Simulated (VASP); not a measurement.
**TaN: single point with r2SCAN**

Crystal: TaN.

```xyz
2
Lattice="-0.1042 2.1282 2.1282 2.1282 -0.1042 2.1282 2.1282 2.1282 -0.1042" Properties=species:S:1:pos:R:3 pbc="T T T"
Ta    2.0761    2.0761    2.0761
N     0.0000    0.0000    0.0000
```

This cell differs from its parent crystal: ratio of the length along [111] to the lengths across it x 0.93, volume and fractional coordinates fixed.

```
Program             : VASP 6.6.1
Task                : single point
Functional          : r2SCAN
Potentials or basis : VASP PAW PBE potentials, release 64 (Ta_pv, N)
Cutoff              : 520 eV
k mesh              : 20 × 20 × 20
Occupations         : gaussian, width 0.15 eV
Spin                : no spin polarisation
```

The pressure is 12.2 GPa. The band gap on the k mesh is zero (bands 8 and 9 overlap by 5.15 eV).

Stress tensor (GPa, compression positive):
```
12.20  3.48  3.48
 3.48 12.20  3.48
 3.48  3.48 12.20
```

Levels at points of the mesh, in eV from the Fermi level:
| k point | band 4 | band 5 | band 6 | band 7 | band 8 | band 9 | band 10 | band 11 | band 12 | band 13 |
| --- | --- | --- | --- | --- | --- | --- | --- | --- | --- | --- |
| (0.00, 0.00, 0.00) | -20.17 | -4.26 | -4.26 | -3.88 | -2.65 | -2.65 | -1.49 | 0.28 | 0.28 | 2.29 |
| (0.50, 0.00, 0.00) | -17.05 | -11.02 | -8.32 | -7.56 | 1.28 | 1.38 | 3.25 | 4.39 | 7.83 | 8.16 |
| (0.50, 0.50, 0.00) | -18.92 | -7.09 | -5.76 | -5.20 | -4.76 | 2.24 | 3.54 | 3.91 | 4.99 | 7.99 |
| (0.50, 0.50, 0.50) | -16.84 | -10.91 | -8.57 | -8.57 | 2.50 | 2.55 | 2.55 | 3.98 | 8.55 | 8.55 |

It took 16 min on 1 thread of AMD EPYC 7R43 64-Core Processor (Zen 3) (shared host), peak memory 0.31 GiB.

Caveat: the cell stands under pressure; the PAW data sets were made with another functional, which shifts forces and pressure a little; spin-orbit coupling is left out, which moves the levels of the heavy elements.
